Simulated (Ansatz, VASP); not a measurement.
## One calculation of Mo, two programs

```
Mo
1.0
    -1.57642    1.57642    1.57642
     1.57642   -1.57642    1.57642
     1.57642    1.57642   -1.57642
Mo
1
Direct
  0.00000 0.00000 0.00000
```

Alike in both runs: task single point; functional r2SCAN; k mesh 14 × 14 × 14; occupations fermi-dirac, width 0.1 eV; no spin polarisation.

```csv
,VASP,Ansatz
version,VASP 6.6.1,Ansatz 0.2.0
potentials or method,"VASP PAW PBE potentials, release 64 (Mo_sv), cutoff 520 eV","plane waves (500 eV) with PAW, scalar-relativistic"
valence electrons in the cell,14,14
```

|  | VASP | Ansatz | Ansatz less VASP |
| --- | --- | --- | --- |
| pressure (GPa) | 1.1 | 0.0 | -1.14 |

VASP's potentials were made for PBE, not for r2SCAN. With one functional, cell and mesh, what is left measures potentials, basis and numerics.
